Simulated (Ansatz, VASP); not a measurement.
**WSe2: VASP beside Ansatz**

```
W Se
1.0
     3.31534    0.00000    0.00000
    -1.65767    2.87117    0.00000
     0.00000    0.00000    6.51920
W Se
1 2
Cartesian
  0.0000 0.0000 0.0000
  0.0000 1.9141 1.6765
  1.6577 0.9571 4.8427
```

Alike in both runs: task single point; functional PBE; k mesh 6 × 6 × 4; occupations fermi-dirac, width 0.02 eV; no spin polarisation.

|  | VASP | Ansatz |
| --- | --- | --- |
| version | VASP 6.6.1 | Ansatz 0.2.0 |
| potentials or method | VASP PAW PBE potentials, release 64 (W_sv, Se) | plane waves, PAW |
| plane-wave cutoff (eV) | 520 | 420 |
| valence electrons in the cell | 26 | 46 |

Ansatz gave:

```
pressure (GPa)                                                : 3.2
traceless stress, the component that is largest in VASP (GPa) : 2.09
rms of the force components (eV/Å)                            : 0.155
```

Task: What did VASP give for the same quantities?

Result: Pressure (GPa): 3.5; traceless stress, the component that is largest in VASP (GPa): 2.14; rms of the force components (eV/Å): 0.173.

Atom by atom the forces differ by 0.019 eV/Å (rms over components). VASP's potentials hold 26 valence electrons a cell and Ansatz's 46, so a difference there can come from the potentials and not from the codes.

The k mesh is coarse, so the values compare programs but aren't converged. Neither program's run includes spin-orbit coupling.
